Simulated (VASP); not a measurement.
Write the native input for VASP 6.6.1 that does the following.

* Task: single point
* Functional: PBE
* Potentials or basis: VASP PAW PBE potentials, release 64 (Si, O)
* Cutoff: 520 eV
* k mesh: 2 × 2 × 2
* Occupations: fermi-dirac, width 0.05 eV
* Spin: collinear spin, ferromagnetic start
* Starting moments: [0.0, 0.0, 0.0, 0.0, 0.0, 0.0, 0.0, 0.0, 0.0, 0.0, 0.0, 0.0, 0.0, 0.0, 0.0, 0.0, 1.0] μB
* Dipole correction: no
* Further INCAR settings: LREAL = Auto; ALGO = Normal; EDIFF = 1e-07; NBANDS = 53

The structure of Si16O (a cell with a defect) lies in POSCAR:

```
Si16O
1.0
    0.0000000000      5.4300000000      5.4300000000
    5.4300000000      0.0000000000      5.4300000000
    5.4300000000      5.4300000000      0.0000000000
Si O
16 1
Direct
    0.0050602260     -0.0090960409      0.0031850259
    0.1838775554      0.1042531439      0.0857899438
    0.0508099684     -0.0209290262      0.4567559480
    0.0805136170      0.1312226347      0.6318270560
    0.0187002771      0.4773226446      0.0009239639
    0.1290875424      0.6161038954      0.1258451617
   -0.0125338940      0.5049789152      0.5001583820
    0.1265327115      0.6144731437      0.6275975801
    0.5558913797     -0.0299022817     -0.0242679967
    0.6292102211      0.1103754968      0.1334143078
    0.4516667569     -0.0019460662      0.5087353429
    0.5813985739      0.1282730340      0.6198480354
    0.5034046249      0.4852069518      0.0052915149
    0.6430431291      0.5967605562      0.1282905430
    0.4958399094      0.4942426788      0.5043333220
    0.6119361281      0.6249638206      0.6312386137
    0.8153842731      1.0627537995      0.4334460554
```

These files were run (other wordings do the same):

INCAR

```
PREC = Accurate
ENCUT = 520
EDIFF = 1E-7
ISMEAR = -1
SIGMA = 0.05
LREAL = Auto
LASPH = T
NELM = 150
ALGO = Normal
ISIF = 2
LWAVE = F
LCHARG = F
ISPIN = 2
MAGMOM = 0 0 0 0 0 0 0 0 0 0 0 0 0 0 0 0 1
LORBIT = 11
GGA = PE
NBANDS = 53
```

KPOINTS

```
Automatic mesh
0
Gamma
  2 2 2
```

Potentials or basis: VASP PAW PBE potentials, release 64 (Si, O).

The run is started by

```bash
$ cat potpaw_PBE.64/Si/POTCAR potpaw_PBE.64/O/POTCAR > POTCAR
$ mpirun -np 1 vasp_std > vasp.out
```

Results of the run:

```
Pressure                                              : 4.3 GPa
Largest force                                         : 0.082 eV/Å
Band gap on the k mesh                                : 0.49 eV
Net moment                                            : 0.00 μB per cell
Valence electrons inside the program's atomic spheres : Si 1.68, 1.70, 1.69, 1.72, 1.71 (each value once); O 5.17
```

Caveat: the k points lie up to 0.50 Å⁻¹ apart.

It took 21 min on 1 thread of AMD EPYC 7R43 64-Core Processor (Zen 3) (shared host), peak memory 0.68 GiB.
